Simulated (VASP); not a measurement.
# ZrC in VASP: notebook

Runs on ZrC. Level: LDA. Tasks: single point.

All numbers are computed with VASP 6.6.1; they aren't measurements. Logs are shortened: lines on timing, memory, paths and dates and some standing lists are left out, and cuts for length are marked.

## Step 1: The cell of the first run

The structure is cubic, space group Fm-3m (No. 225). The conventional cell has a = 4.641 Å, b = 4.641 Å, c = 4.641 Å, α = 90.00°, β = 90.00°, γ = 90.00°. Within 3.1 Å of Zr (site symmetry m-3m) lie 6 C at 2.32 Å. C (site symmetry m-3m) has 6 Zr at 2.32 Å within 3.1 Å.

## Step 2: Single point, LDA

INCAR

```
ALGO = Normal
EDIFF = 1E-7
ENCUT = 520
GGA = CA
ISIF = 2
ISMEAR = 0
LASPH = True
LCHARG = False
LREAL = False
LWAVE = False
NBANDS = 15
NELM = 100
PREC = Accurate
SIGMA = 0.15
```

KPOINTS

```
k-points
0
Gamma
  16 16 16
```

POSCAR

```
ZrC
1.0
    0.0000000000      2.3207286109      2.3207286109
    2.3207286109      0.0000000000      2.3207286109
    2.3207286109      2.3207286109      0.0000000000
Zr C
1 1
Direct
    0.5000000000      0.5000000000      0.5000000000
    0.0000000000      0.0000000000      0.0000000000
```

Potentials or basis: VASP PAW LDA potentials, release 64 (Zr_sv, C).

On the command line:

```bash
cat potpaw_LDA.64/Zr_sv/POTCAR potpaw_LDA.64/C/POTCAR > POTCAR
mpirun -np 1 vasp_std > vasp.out
```

OUTCAR:

```text
EDIFF = 1E-7
   ENCUT = 520
   GGA = CA
   ISIF = 2
   ISMEAR = 0
   LASPH = True
   LREAL = False
   NELM = 100
   PREC = Accurate

 ion  position               nearest neighbor table
   1  0.500  0.500  0.500-   2 2.32   2 2.32   2 2.32   2 2.32   2 2.32   2 2.32
   2  0.000  0.000  0.000-   1 2.32   1 2.32   1 2.32   1 2.32   1 2.32   1 2.32

  LATTYP: Found a face centered cubic cell.
 ALAT       =     4.6414572218

  Lattice vectors:

 A1 = (   0.0000000000,   2.3207286109,   2.3207286109)
 A2 = (   2.3207286109,   0.0000000000,   2.3207286109)
 A3 = (   2.3207286109,   2.3207286109,   0.0000000000)

Analysis of symmetry for initial positions (statically):
=====================================================================
 Subroutine PRICEL returns:
 Original cell was already a primitive cell.

 Routine SETGRP: Setting up the symmetry group for a
 face centered cubic supercell.

 Subroutine GETGRP returns: Found 48 space group operations
 (whereof 48 operations were pure point group operations)
 out of a pool of 48 trial point group operations.

The static configuration has the point symmetry O_h .

Analysis of symmetry for dynamics (positions and initial velocities):
=====================================================================
 Subroutine PRICEL returns:
 Original cell was already a primitive cell.

 Routine SETGRP: Setting up the symmetry group for a
 face centered cubic supercell.

 Subroutine GETGRP returns: Found 48 space group operations
 (whereof 48 operations were pure point group operations)
 out of a pool of 48 trial point group operations.

The dynamic configuration has the point symmetry O_h .

 Subroutine INISYM returns: Found 48 space group operations
 (whereof 48 operations are pure point group operations),
 and found     1 'primitive' translations

----------------------------------------------------------------------------------------

                                     Primitive cell

  volume of cell :      24.9979

  direct lattice vectors                    reciprocal lattice vectors
     0.000000000  2.320728611  2.320728611    -0.215449578  0.215449578  0.215449578
     2.320728611  0.000000000  2.320728611     0.215449578 -0.215449578  0.215449578
     2.320728611  2.320728611  0.000000000     0.215449578  0.215449578 -0.215449578

  length of vectors
     3.282005876  3.282005876  3.282005876     0.373169616  0.373169616  0.373169616

  position of ions in fractional coordinates (direct lattice)
     0.500000000  0.500000000  0.500000000
     0.000000000  0.000000000  0.000000000

  ion indices of the primitive-cell ions
   primitive index   ion index
                 1           1
[... 87 lines left out ...]
   EFERMI =   0.00;   METHOD = LEGACY
   ISMEAR =     0;   SIGMA  =   0.15  broadening in eV -4-tet -1-fermi 0-gaus
   EFERMI_NEDOS =   21; number of points for ismear=-14 and -15
   IALGO  =     38    algorithm
   IMIX   =      4    mixing-type and parameters
     AMIX     =   0.40;   BMIX     =  1.00
     AMIX_MAG =   1.60;   BMIX_MAG =  1.00
  volume/ion in A,a.u.               =      12.50        84.35
  Fermi-wavevector in a.u.,A,eV,Ry     =   1.410849  2.666118 27.082319  1.990494
  Thomas-Fermi vector in A             =   2.532761
   LORBIT       =      0    0 simple, 1 ext, 2 COOP (PROOUT), +10 PAW based schemes
   GGA     = CA    functional components
   LHFCALC =     F    Hartree Fock is set to
   AEXX    =    0.0000 exact exchange contribution
   IVDW    =     0    specifies the selected vdW correction
   LEPSILON=     F    determine dielectric tensor
   LRPA    =     F    only Hartree local field effects (RPA)
 non-spin polarized calculation
 Gauss-broadening in eV      SIGMA  =   0.15
  energy-cutoff  :      520.00
  volume of cell :       25.00
 maximum number of plane-waves:       692
   NGX = 13   NGY = 13   NGZ = 13

 number of electron      16.0000000 magnetization

 Free energy of the ion-electron system (eV)
  ---------------------------------------------------
  ext. energy  EPLUGINS =         0.00000000
  ---------------------------------------------------
  free energy    TOTEN  =       -21.27939263 eV

  energy without entropy =      -21.27589055  energy(sigma->0) =      -21.27764159

 E-fermi :   9.8873     XC(G=0): -12.5437

 val. band max:        9.8561317329   @ k =   0.3750   0.3125   0.0000
 cond. band min:       9.9416130666   @ k =   0.4375   0.4375   0.0000
 fundamental gap:      0.0854813337
 Fermi energy:         9.8872950478

 k-point     1 :       0.0000    0.0000    0.0000
  band No.  band energies     occupation
      1     -37.7696      2.00000
      2     -15.6009      2.00000
      3     -15.6009      2.00000
      4     -15.6009      2.00000
      5      -1.3885      2.00000
      6      10.8436      0.00000
      7      10.8436      0.00000
      8      10.8436      0.00000
      9      10.9405      0.00000
     10      10.9405      0.00000
     11      10.9405      0.00000
     12      12.7988      0.00000
     13      12.7988      0.00000
     14      17.7265      0.00000
[... 401 lines left out ...]
      2     -15.6994      2.00000
      3     -15.6269      2.00000
      4     -15.6026      2.00000
      5      -1.1365      2.00000
      6       9.4761      1.99989
      7       9.6842      1.94449
      8       9.8129      1.51672
      9      11.0900      0.00000
     10      11.7570      0.00000
     11      11.8465      0.00000
     12      13.4573      0.00000
     13      14.3393      0.00000
     14      18.2067      0.00000
     15      21.0920      0.00000

 [... further k-points ...]

------------------------ aborting loop because EDIFF is reached ----------------------------------------

  FORCE on cell =-STRESS in cart. coord.  units (eV):
  Direction    XX          YY          ZZ          XY          YZ          ZX
  --------------------------------------------------------------------------------------
  -------------------------------------------------------------------------------------
  Total        0.1022162      0.1022162      0.1022162     -0.0000000      0.0000000     -0.0000000
  in kB        6.5512966      6.5512966      6.5512966     -0.0000000      0.0000000     -0.0000000
  external PRESSURE =       6.5512966 kB  Pullay stress =       0.0000000 kB

 VOLUME and BASIS-vectors are now :
 -----------------------------------------------------------------------------
  energy-cutoff  :      520.00
  volume of cell :       25.00
      direct lattice vectors                 reciprocal lattice vectors
     0.000000000  2.320728611  2.320728611    -0.215449578  0.215449578  0.215449578
     2.320728611  0.000000000  2.320728611     0.215449578 -0.215449578  0.215449578
     2.320728611  2.320728611  0.000000000     0.215449578  0.215449578 -0.215449578

 POSITION                                       TOTAL-FORCE (eV/Angst)
 -----------------------------------------------------------------------------------
      2.32073      2.32073      2.32073         0.000000     -0.000000      0.000000
      0.00000      0.00000      0.00000        -0.000000      0.000000     -0.000000
 -----------------------------------------------------------------------------------
    total drift:                                0.000000     -0.000000      0.000000

  FREE ENERGIE OF THE ION-ELECTRON SYSTEM (eV)
  ---------------------------------------------------
  free  energy   TOTEN  =       -21.2793926342 eV

  energy  without entropy=      -21.2758905452  energy(sigma->0) =      -21.27764159
```

stdout:

```text
POSCAR found type information on POSCAR ZrC
 POSCAR found :  2 types and       2 ions
 scaLAPACK will be used
 LDA part: xc-table for (Slater(with rela. corr.)+CA(PZ))
 , standard interpolation
 POSCAR, INCAR and KPOINTS ok, starting setup
 FFT: planning ... GRIDC
 FFT: planning ... GRID_SOFT
 FFT: planning ... GRID
 WAVECAR not read
 entering main loop
```

Run time: 24 s. Hardware: 1 thread of Intel Xeon Platinum 8375C at 2.90GHz (Ice Lake), shared host; peak memory 0.16 GiB.

What came out:

```yaml
Free_energy: -21.2794 eV
Pressure: 0.7 GPa
Band_gap_on_the_k_mesh: zero (band 8 reaches 10.84 eV, above the bottom of band 9 at 9.51 eV)
```

## Step 3: Single point, LDA (mode 4 frozen in at -0.057 Å and mode 5 at +0.000 Å (largest displacements))

INCAR

```
SYSTEM = ZrC
PREC = Accurate
ENCUT = 520
EDIFF = 1E-6
ISMEAR = 0
SIGMA = 0.15
LREAL = .False.
LASPH = .True.
NELM = 80
ALGO = Normal
ISIF = 2
LWAVE = .False.
LCHARG = .True.
GGA = CA
LELF = .True.
LVHAR = .True.
NBANDS = 15
```

KPOINTS

```
regular mesh
0
Gamma
  16 16 16
  0 0 0
```

POSCAR

```
ZrC
1.0
    0.0000000000      2.3207286109      2.3207286109
    2.3207286109      0.0000000000      2.3207286109
    2.3207286109      2.3207286109      0.0000000000
Zr C
1 1
Direct
    0.4983745445      0.5016254555      0.5016254555
    0.0123452608     -0.0123452608     -0.0123452608
```

Potentials or basis: VASP PAW LDA potentials, release 64 (Zr_sv, C).

On the command line:

```bash
cat potpaw_LDA.64/Zr_sv/POTCAR potpaw_LDA.64/C/POTCAR > POTCAR
mpirun -np 1 vasp_std > vasp.out
```

Wall time 55 s (1 thread of Intel Xeon Platinum 8375C at 2.90GHz (Ice Lake), shared host); peak memory 0.23 GiB.

The run converged. Its results:

| Quantity | Value |
| --- | --- |
| Free energy | -21.2628 eV |
| Pressure | 1.0 GPa |
| Largest force | 0.507 eV/Å |
| Band gap on the k mesh | zero (band 8 reaches 10.72 eV, above the bottom of band 9 at 9.50 eV) |

Forces on the atoms (eV/Å):
```
Zr  -0.507  0.000  0.000
C    0.507  0.000  0.000
```

Stress tensor (GPa, compression positive):
```
1.90 0.00 0.00
0.00 0.57 0.00
0.00 0.00 0.57
```

Levels at points of the mesh, in eV from the Fermi level:
```csv
k point,band 5,band 6,band 7,band 8,band 9,band 10,band 11,band 12
"(0.00, 0.00, 0.00)",-11.29,0.59,0.59,0.81,1.03,1.39,1.39,2.89
"(0.50, 0.00, 0.00)",-7.96,-5.46,-3.08,-3.07,4.63,4.65,5.50,6.69
"(0.50, 0.50, 0.00)",-10.14,-2.03,-1.97,0.09,0.19,4.67,5.89,5.89
"(0.00, 0.50, 0.50)",-10.14,-1.95,-1.95,0.10,0.10,4.64,5.89,5.89
```

Caveat: the cell differs from its parent crystal (mode 4 frozen in at -0.057 Å and mode 5 at +0.000 Å (largest displacements)).

## Step 4: Single point, LDA (mode 4 frozen in at -0.057 Å and mode 5 at -0.057 Å (largest displacements))

Edit INCAR of step 3 so:

```diff
@@ -8,3 +8,3 @@
 LASPH = .True.
-NELM = 80
+NELM = 100
 ALGO = Normal
```

KPOINTS

```
Automatic mesh
0
Gamma
  16 16 16
  0 0 0
```

POSCAR

```
ZrC
1.0
    0.0000000000      2.3207286109      2.3207286109
    2.3207286109      0.0000000000      2.3207286109
    2.3207286109      2.3207286109      0.0000000000
Zr C
1 1
Direct
    0.5000000000      0.5000000000      0.5032509110
    0.0000000000      0.0000000000     -0.0246905216
```

Potentials or basis: VASP PAW LDA potentials, release 64 (Zr_sv, C).

On the command line:

```bash
cat potpaw_LDA.64/Zr_sv/POTCAR potpaw_LDA.64/C/POTCAR > POTCAR
mpirun -np 1 vasp_std > vasp.out
```

OUTCAR:

```text
SYSTEM = ZrC
   PREC = Accurate
   ENCUT = 520
   EDIFF = 1E-6
   ISMEAR = 0
   LREAL = .False.
   LASPH = .True.
   NELM = 100
   ISIF = 2
   GGA = CA

 ion  position               nearest neighbor table
   1  0.500  0.500  0.503-   2 2.26   2 2.26   2 2.32   2 2.32   2 2.39   2 2.39
   2  0.000  0.000  0.975-   1 2.26   1 2.26   1 2.32   1 2.32   1 2.39   1 2.39

  LATTYP: Found a face centered cubic cell.
 ALAT       =     4.6414572218

  Lattice vectors:

 A1 = (   0.0000000000,   2.3207286109,   2.3207286109)
 A2 = (   2.3207286109,   0.0000000000,   2.3207286109)
 A3 = (   2.3207286109,   2.3207286109,   0.0000000000)

Analysis of symmetry for initial positions (statically):
=====================================================================
 Subroutine PRICEL returns:
 Original cell was already a primitive cell.

 Routine SETGRP: Setting up the symmetry group for a
 face centered cubic supercell.

 Subroutine GETGRP returns: Found  4 space group operations
 (whereof  4 operations were pure point group operations)
 out of a pool of 48 trial point group operations.

The static configuration has the point symmetry C_2v.

Analysis of symmetry for dynamics (positions and initial velocities):
[... 179 lines left out ...]
     12      12.8870      0.00000
     13      13.0284      0.00000
     14      17.6968      0.00000
[... 401 lines left out ...]
      2     -15.8806      2.00000
      3     -15.6512      2.00000
      4     -15.6313      2.00000
      5      -0.6669      2.00000
      6       8.0032      2.00000
      7       8.7724      2.00000
      8       9.2949      2.00000
      9      11.1588      0.00000
     10      12.2301      0.00000
     11      12.5209      0.00000
     12      14.8147      0.00000
     13      15.8936      0.00000
     14      18.9862      0.00000
     15      22.2125      0.00000

 [... further k-points ...]

------------------------ aborting loop because EDIFF is reached ----------------------------------------

  FORCE on cell =-STRESS in cart. coord.  units (eV):
  Direction    XX          YY          ZZ          XY          YZ          ZX
  --------------------------------------------------------------------------------------
  -------------------------------------------------------------------------------------
  Total        0.2831938      0.2831938      0.0765373     -0.0887042      0.0000000      0.0000000
  in kB       18.1506134     18.1506134      4.9054732     -5.6852796      0.0000000      0.0000000
  external PRESSURE =      13.7355667 kB  Pullay stress =       0.0000000 kB

 VOLUME and BASIS-vectors are now :
 -----------------------------------------------------------------------------
  energy-cutoff  :      520.00
  volume of cell :       25.00
      direct lattice vectors                 reciprocal lattice vectors
     0.000000000  2.320728611  2.320728611    -0.215449578  0.215449578  0.215449578
     2.320728611  0.000000000  2.320728611     0.215449578 -0.215449578  0.215449578
     2.320728611  2.320728611  0.000000000     0.215449578  0.215449578 -0.215449578

 POSITION                                       TOTAL-FORCE (eV/Angst)
 -----------------------------------------------------------------------------------
      2.32827      2.32827      2.32073        -0.493766     -0.493766      0.000000
      2.26343      2.26343      0.00000         0.493766      0.493766     -0.000000
 -----------------------------------------------------------------------------------
    total drift:                               -0.000149     -0.000149      0.000000

  FREE ENERGIE OF THE ION-ELECTRON SYSTEM (eV)
  ---------------------------------------------------
  free  energy   TOTEN  =       -21.2468360005 eV

  energy  without entropy=      -21.2437013330  energy(sigma->0) =      -21.24526867
```

stdout:

```text
POSCAR found type information on POSCAR ZrC
 POSCAR found :  2 types and       2 ions
 scaLAPACK will be used
 LDA part: xc-table for (Slater(with rela. corr.)+CA(PZ))
 , standard interpolation
 POSCAR, INCAR and KPOINTS ok, starting setup
 FFT: planning ... GRIDC
 FFT: planning ... GRID_SOFT
 FFT: planning ... GRID
 WAVECAR not read
 entering main loop
```

Run time: 88 s. Hardware: 1 thread of Intel Xeon Platinum 8375C at 2.90GHz (Ice Lake), shared host; peak memory 0.33 GiB.

Results:

```yaml
Free_energy: -21.2468 eV
Pressure: 1.4 GPa
Largest_force: 0.698 eV/Å
Band_gap_on_the_k_mesh: zero (band 8 reaches 10.66 eV, above the bottom of band 9 at 9.71 eV)
```

Forces on the atoms (eV/Å):
```
Zr  -0.494 -0.494  0.000
C    0.494  0.494  0.000
```

Levels at points of the mesh, in eV from the Fermi level:
| k point | band 6 | band 7 | band 8 | band 9 | band 10 | band 11 |
| --- | --- | --- | --- | --- | --- | --- |
| (0.00, 0.00, 0.00) | 0.38 | 0.41 | 0.73 | 1.00 | 1.49 | 1.53 |
| (0.50, 0.00, 0.00) | -5.48 | -3.09 | -3.06 | 4.59 | 4.61 | 5.47 |
| (0.00, 0.00, 0.50) | -5.48 | -3.11 | -3.10 | 4.61 | 4.63 | 5.47 |
| (0.50, 0.50, 0.00) | -2.13 | -1.99 | 0.04 | 0.27 | 4.67 | 5.86 |
| (0.00, 0.50, 0.50) | -2.06 | -1.97 | 0.07 | 0.17 | 4.64 | 5.86 |

Caveat: the cell differs from its parent crystal (mode 4 frozen in at -0.057 Å and mode 5 at -0.057 Å (largest displacements)).
